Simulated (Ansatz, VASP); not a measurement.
## Ni: VASP beside Ansatz

```
Ni
1.0
     2.27759    0.00000    0.00000
     0.00000    2.27759    0.00000
     0.00000    0.00000    2.27759
Ni
1
Direct
  0.00000 0.00000 0.00000
```

Alike in both runs: task relaxation of cell and atoms; functional PBEsol; k mesh 14 × 14 × 14; occupations fermi-dirac, width 0.1 eV; no spin polarisation.

|  | VASP | Ansatz |
| --- | --- | --- |
| version | VASP 6.6.1 | Ansatz 0.2.0 |
| potentials or method | VASP PAW PBE potentials, release 64 (Ni), cutoff 600 eV | plane waves (420 eV) with PAW, scalar-relativistic |
| valence electrons in the cell | 10 | 18 |

Ansatz gave:

* relaxed volume (Å³/atom): 11.96
* relaxed cell length with the largest relative difference (Å): 2.287

Task: What did VASP give for the same quantities?

Result: Relaxed volume (Å³/atom): 11.95; relaxed cell length with the largest relative difference (Å): 2.286.

VASP's potentials were made for PBE, not for PBEsol, and Ansatz warns of the same on its side. VASP's potentials hold 10 valence electrons a cell and Ansatz's 18, so a difference there can come from the potentials and not from the codes.
